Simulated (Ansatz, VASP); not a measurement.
**Sb in VASP and in Ansatz**

File POSCAR:

```
Sb
1.0
    0.0000000000      3.5198475176      3.5198475176
    3.5198475176      0.0000000000      3.5198475176
    3.5198475176      3.5198475176      0.0000000000
Sb
2
Direct
    0.1250000000      0.1250000000      0.1250000000
    0.8750000000      0.8750000000      0.8750000000
```

File INCAR.step1:

```
SYSTEM = Sb
PREC = Accurate
ENCUT = 550
ISMEAR = -1
SIGMA = 0.1
LREAL = .FALSE.
LASPH = .TRUE.
NELM = 120
NBANDS = 12
GGA = PE
ALGO = Normal
EDIFF = 1E-5
LWAVE = .TRUE.
LCHARG = .FALSE.
GGA_COMPAT = .FALSE.
```

The input INCAR.step2:

```
SYSTEM = Sb
PREC = Accurate
ENCUT = 550
EDIFF = 1E-6
ISMEAR = -1
SIGMA = 0.1
LREAL = .FALSE.
LASPH = .TRUE.
NELM = 120
ALGO = Normal
ISIF = 2
LWAVE = .FALSE.
LCHARG = .FALSE.
METAGGA = R2SCAN
LMIXTAU = .TRUE.
NBANDS = 12
ISTART = 1
GGA_COMPAT = .FALSE.
```

File KPOINTS:

```
Automatic mesh
0
G
  9 9 9
  0 0 0
```

Input for Ansatz:

```yaml
crystal:
  lattice:
    - [0.0, 3.5198475176, 3.5198475176]
    - [3.5198475176, 0.0, 3.5198475176]
    - [3.5198475176, 3.5198475176, 0.0]
  atoms:
    - { symbol: Sb, position: [0.125, 0.125, 0.125] }
    - { symbol: Sb, position: [0.875, 0.875, 0.875] }
hamiltonian:
  xc: r2scan
  pseudopotentials:
    kind: paw
    azcp:
      Sb: "pseudopotentials/Sb.paw.azcp"
basis:
  ecutwfc: 500
  fft_grid_basis: typed
kpoints:
  mp_grid: { grid: [9, 9, 9], shift: [0, 0, 0] }
magnetization:
  spin_polarized: false
scf:
  occupations: { method: fermi_dirac, width: 0.1 }
  lower_state_search: "off"
output:
  stress: true
```

Alike in both runs: task single point; functional r2SCAN; k mesh 9 × 9 × 9; occupations fermi-dirac, width 0.1 eV; no spin polarisation.

|  | VASP | Ansatz |
| --- | --- | --- |
| version | VASP 6.6.1 | Ansatz 0.2.0 |
| potentials or method | VASP PAW PBE potentials, release 64 (Sb), cutoff 550 eV | plane waves (500 eV) with PAW, scalar-relativistic |
| valence electrons in the cell | 10 | 30 |

|  | VASP | Ansatz | Ansatz less VASP |
| --- | --- | --- | --- |
| pressure (GPa) | -1.2 | -1.3 | -0.02 |

VASP's potentials were made for PBE, not for r2SCAN. VASP's potentials hold 10 valence electrons a cell and Ansatz's 30, so a difference there can come from the potentials and not from the codes.

Neither program's run includes spin-orbit coupling.
